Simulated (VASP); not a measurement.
Rb2BaS2: single point with PBE

The system is Rb2BaS2.

```
Rb Ba S
1.0
     5.13990    0.00000    0.00000
    -2.56995    4.45129    0.00000
     0.00000    0.00000    9.12490
Rb Ba S
2 1 2
Cartesian
  2.5700 1.4838 3.4301
  0.0000 2.9675 5.6948
  0.0000 0.0000 0.0000
  2.5700 1.4838 6.5876
  0.0000 2.9675 2.5373
```

```json
{"Program": "VASP 6.6.1", "Task": "single point", "Functional": "PBE", "Potentials or basis": "VASP PAW PBE potentials, release 64 (Rb_sv, Ba_sv, S)", "Cutoff": "520 eV", "k mesh": "6 × 6 × 2", "Occupations": "gaussian, width 0.1 eV", "Spin": "no spin polarisation"}
```

```json
{
 "Pressure": "-0.8 GPa",
 "Largest force": "2.025 eV/Å",
 "Band gap on the k mesh": "1.65 eV, indirect (least direct gap 1.94 eV)"
}
```

Forces in eV/Å, atoms in the order of the input:
```
Rb   0.000  0.000  0.003
Rb   0.000  0.000 -0.003
Ba   0.000  0.000  0.000
S    0.000  0.000  2.025
S    0.000  0.000 -2.025
```

Stress tensor (GPa, compression positive):
```
 0.08  0.00  0.00
 0.00  0.08  0.00
 0.00  0.00 -2.68
```

Levels at points of the mesh, in eV from the valence-band top:
```
           k point  band 17  band 18  band 19  band 20  band 21  band 22  band 23  band 24
(0.00, 0.00, 0.00)    -0.30    -0.30    -0.29    -0.29     1.65     2.82     2.95     2.95
(0.50, 0.00, 0.00)    -0.63    -0.30    -0.27     0.00     1.98     3.67     3.72     3.91
(0.00, 0.00, 0.50)    -0.43    -0.40    -0.13    -0.13     2.13     3.00     3.00     3.12
(0.50, 0.00, 0.50)    -0.43    -0.38    -0.15    -0.13     2.11     3.61     3.84     3.85
```

Wall time 110 s on 1 thread of Intel(R) Xeon(R) Platinum 8488C (Sapphire Rapids), on a shared host, peak memory 0.35 GiB.

Caveat: spin-orbit coupling is left out, which moves the levels of the heavy elements; forces of over 1 eV/Å act on the atoms, so gaps and moduli don't describe the material at rest. A k mesh can miss the band edges.
